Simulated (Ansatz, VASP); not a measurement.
## Two plane-wave programs on NaF

The input INCAR:

```
  PREC = Accurate
  ENCUT = 600
  EDIFF = 1E-6
  ISMEAR = 0
  SIGMA = 0.02
  LREAL = F
  LASPH = T
  NELM = 120
  ALGO = Normal
  ISIF = 2
  LWAVE = F
  LCHARG = F
  GGA = PE
  NBANDS = 14
  GGA_COMPAT = F
```

Contents of KPOINTS:

```
Automatic mesh
0
Gamma
  8 8 8
```

POSCAR

```
NaF
1.0
    0.0000000000      2.3505459868      2.3505459868
    2.3505459868      0.0000000000      2.3505459868
    2.3505459868      2.3505459868      0.0000000000
Na F
1 1
Direct
    0.0000000000      0.0000000000      0.0000000000
    0.5000000000      0.5000000000      0.5000000000
```

Input for Ansatz:

```yaml
crystal:
  lattice:
    - [0.0, 2.3505459868, 2.3505459868]
    - [2.3505459868, 0.0, 2.3505459868]
    - [2.3505459868, 2.3505459868, 0.0]
  atoms:
    - { symbol: Na, position: [0.0, 0.0, 0.0] }
    - { symbol: F, position: [0.5, 0.5, 0.5] }
basis:
  ecutwfc: 420
kpoints:
  mp_grid: { grid: [8, 8, 8] }
  band_path:
    path:
      - [[0.0, 0.0, 0.0], [0.5, 0.0, 0.5], [0.625, 0.25, 0.625]]
      - [[0.375, 0.375, 0.75], [0.0, 0.0, 0.0], [0.5, 0.5, 0.5], [0.5, 0.25, 0.75], [0.5, 0.0, 0.5]]
    npoints: 10
hamiltonian:
  xc: pbe
  pseudopotentials: { kind: paw, azcp: { folder: soft_1 } }
scf:
  occupations: { method: gaussian, width: 0.02 }
  n_extra_bands: 7
output:
  forces: true
  stress: true
  eigenvalues: true
```

Alike in both runs: task single point; functional PBE; k mesh 8 × 8 × 8; occupations gaussian, width 0.02 eV; no spin polarisation.

|  | VASP | Ansatz |
| --- | --- | --- |
| version | VASP 6.6.1 | Ansatz 0.2.0 |
| potentials or method | VASP PAW PBE potentials, release 64 (Na_pv, F), cutoff 600 eV | scalar-relativistic, plane waves, PAW |
| valence electrons in the cell | 14 | 16 |

|  | VASP | Ansatz | Ansatz less VASP |
| --- | --- | --- | --- |
| gap on the k mesh at the Fermi level (eV) | 6.07 | 6.09 | +0.013 |
| least direct gap on the mesh (eV) | 6.07 | 6.09 | +0.013 |
| pressure (GPa) | -0.3 | 0.0 | +0.25 |

VASP's potentials hold 14 valence electrons a cell and Ansatz's 16, so a difference there can come from the potentials and not from the codes.
